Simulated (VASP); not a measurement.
# C (Fd-3m) in VASP: settings compared, part 2 of 2

VASP 6.6.1. Earlier steps stand in the parts before.

### Step 4. Single point, LDA

INCAR reads:

```
ALGO = Normal ; EDIFF = 1E-7
ENCUT = 520 ; ISIF = 2
ISMEAR = -1 ; LASPH = True
LCHARG = False ; LREAL = False
LWAVE = False ; NBANDS = 11
NELM = 60 ; PREC = Accurate
SIGMA = 0.05
```

KPOINTS reads:

```
k-points
0
Gamma
  13 13 13
```

POSCAR reads:

```
C
1.0
    0.0000000000      1.7469644787      1.7469644787
    1.7469644787      0.0000000000      1.7469644787
    1.7469644787      1.7469644787      0.0000000000
C
2
Direct
    0.7500000000      0.7500000000      0.7500000000
    0.5000000000      0.5000000000      0.5000000000
```

Potentials or basis: VASP PAW LDA potentials, release 64 (C).

On the command line:

```sh
cat potpaw_LDA.64/C/POTCAR > POTCAR
mpirun -np 1 vasp_std > vasp.out
```

OUTCAR:

```text
EDIFF = 1E-7
   ENCUT = 520
   ISIF = 2
   ISMEAR = -1
   LASPH = True
   LREAL = False
   NELM = 60
   PREC = Accurate

 ion  position               nearest neighbor table
   1  0.750  0.750  0.750-   2 1.51   2 1.51   2 1.51   2 1.51
   2  0.500  0.500  0.500-   1 1.51   1 1.51   1 1.51   1 1.51

  LATTYP: Found a face centered cubic cell.
 ALAT       =     3.4939289574

  Lattice vectors:

 A1 = (   0.0000000000,   1.7469644787,   1.7469644787)
 A2 = (   1.7469644787,   0.0000000000,   1.7469644787)
 A3 = (   1.7469644787,   1.7469644787,   0.0000000000)

[... 513 lines left out ...]
      8      25.0190      0.00000
      9      31.7105      0.00000
     10      34.8875      0.00000
     11      38.4706      0.00000

 [... further k-points ...]
[... 5 lines left out ...]
  --------------------------------------------------------------------------------------
  -------------------------------------------------------------------------------------
  Total        1.1846590      1.1846590      1.1846590     -0.0000000      0.0000000     -0.0000000
  in kB      178.0007100    178.0007100    178.0007100     -0.0000000      0.0000000     -0.0000000
  external PRESSURE =     178.0007100 kB  Pullay stress =       0.0000000 kB

 VOLUME and BASIS-vectors are now :
 -----------------------------------------------------------------------------
  energy-cutoff  :      520.00
  volume of cell :       10.66
      direct lattice vectors                 reciprocal lattice vectors
     0.000000000  1.746964479  1.746964479    -0.286210742  0.286210742  0.286210742
     1.746964479  0.000000000  1.746964479     0.286210742 -0.286210742  0.286210742
     1.746964479  1.746964479  0.000000000     0.286210742  0.286210742 -0.286210742

 POSITION                                       TOTAL-FORCE (eV/Angst)
 -----------------------------------------------------------------------------------
      2.62045      2.62045      2.62045         0.000000      0.000000      0.000000
      1.74696      1.74696      1.74696        -0.000000     -0.000000     -0.000000
 -----------------------------------------------------------------------------------
    total drift:                                0.000000     -0.000000      0.000000

  FREE ENERGIE OF THE ION-ELECTRON SYSTEM (eV)
  ---------------------------------------------------
  free  energy   TOTEN  =       -20.2236925933 eV

  energy  without entropy=      -20.2236925933  energy(sigma->0) =      -20.22369259
```

OSZICAR:

```text
N       E                     dE             d eps       ncg     rms          rms(c)
DAV:   1    -0.159610172597E+01   -0.15961E+01   -0.48429E+03  1960   0.701E+02
DAV:   2    -0.208079101156E+02   -0.19212E+02   -0.18533E+02  2385   0.129E+02
DAV:   3    -0.211681311804E+02   -0.36022E+00   -0.35929E+00  2169   0.132E+01
DAV:   4    -0.211687433096E+02   -0.61213E-03   -0.61211E-03  1982   0.682E-01
DAV:   5    -0.211687440466E+02   -0.73705E-06   -0.73702E-06  2160   0.223E-02    0.617E+00
DAV:   6    -0.204667038891E+02    0.70204E+00   -0.37710E-01  1884   0.431E+00    0.358E+00
DAV:   7    -0.202237281235E+02    0.24298E+00   -0.44462E-01  2016   0.469E+00    0.813E-01
DAV:   8    -0.202237088718E+02    0.19252E-04   -0.10478E-02  1947   0.856E-01    0.305E-02
DAV:   9    -0.202236910643E+02    0.17808E-04   -0.40072E-05  2088   0.488E-02    0.214E-02
DAV:  10    -0.202236926556E+02   -0.15913E-05   -0.22487E-06  2031   0.125E-02    0.504E-03
DAV:  11    -0.202236925933E+02    0.62244E-07   -0.90896E-08  1585   0.230E-03
   1 F= -.20223693E+02 E0= -.20223693E+02  d E =-.565977E-11
```

It took 4.2 s on 1 thread of AMD EPYC 9R45 (Zen 5), shared host; peak memory 0.08 GiB.

What came out:

| Item | Value |
| --- | --- |
| Free energy | -20.2237 eV |
| Pressure | 17.8 GPa |
| Band gap on the k mesh | 4.26 eV, indirect (least direct gap 5.72 eV) |

Levels at points of the mesh, in eV from the valence-band top:
| k point | band 1 | band 2 | band 3 | band 4 | band 5 | band 6 | band 7 | band 8 | band 9 |
| --- | --- | --- | --- | --- | --- | --- | --- | --- | --- |
| (0.00, 0.00, 0.00) | -22.16 | 0.00 | 0.00 | 0.00 | 5.72 | 5.72 | 5.72 | 15.00 | 19.84 |

A k mesh can miss the band edges. LDA gaps usually lie below the measured ones, often by a third to a half.

### Step 5. Single point, LDA

This run uses another cell than the first one, of 5.44 Å³/atom, 1.021 times its volume.

INCAR reads:

```
PREC = Accurate
ENCUT = 520
EDIFF = 1E-6
ISMEAR = -1
SIGMA = 0.05
LREAL = F
LASPH = T
NELM = 80
ALGO = Normal
ISIF = 2
LWAVE = F
LCHARG = T
LELF = T
LVHAR = T
NBANDS = 11
```

KPOINTS reads:

```
regular mesh
0
Gamma
  13 13 13
```

POSCAR reads:

```
C
1.0
    0.0000000000      1.7592674508      1.7592674508
    1.7592674508      0.0000000000      1.7592674508
    1.7592674508      1.7592674508      0.0000000000
C
2
Direct
    0.7500000000      0.7500000000      0.7500000000
    0.5000000000      0.5000000000      0.5000000000
```

On the command line:

```sh
cat potpaw_LDA.64/C/POTCAR > POTCAR
mpirun -np 1 vasp_std > vasp.out
```

It took 5.1 s on 1 thread of AMD EPYC 9R45 (Zen 5), shared host; peak memory 0.08 GiB.

Results (log left out):

| Property | Result |
| --- | --- |
| Free energy | -20.2416 eV |
| Pressure | 7.0 GPa |
| Band gap on the k mesh | 4.21 eV, indirect (least direct gap 5.66 eV) |

Levels at points of the mesh, in eV from the valence-band top:
```
           k point  band 2  band 3  band 4  band 5  band 6  band 7
(0.00, 0.00, 0.00)    0.00    0.00    0.00    5.66    5.66    5.66
```

A k mesh can miss the band edges. A hybrid or GW would open this gap; LDA tends to underestimate it.

### Step 6. Summary

| level | potentials or basis | cell | gap on the mesh (eV) | pressure (GPa) |
| --- | --- | --- | --- | --- |
| PBEsol+D4 | VASP PAW PBE potentials, release 64 (C) | a = 2.471 Å, angles 60.0°, 2 atoms | 4.15 | 23.2 |
| PBEsol+D4 | VASP PAW PBE potentials, release 64 (C) | a = 2.488 Å, angles 60.0°, 2 atoms | 4.10 | 12.2 |
| LDA | VASP PAW LDA potentials, release 64 (C) | a = 2.471 Å, angles 60.0°, 2 atoms | 4.26 | 17.8 |
| LDA | VASP PAW LDA potentials, release 64 (C) | a = 2.488 Å, angles 60.0°, 2 atoms | 4.21 | 7.0 |

Alike in all rows: task single point; no spin polarisation; k mesh 13 × 13 × 13; cutoff (eV) 520; smearing fermi-dirac 0.05 eV.

Caveats: the PAW data sets were made with another functional, which shifts forces and pressure a little (some runs).

Absolute energies hang on the potentials; compare differences alone.
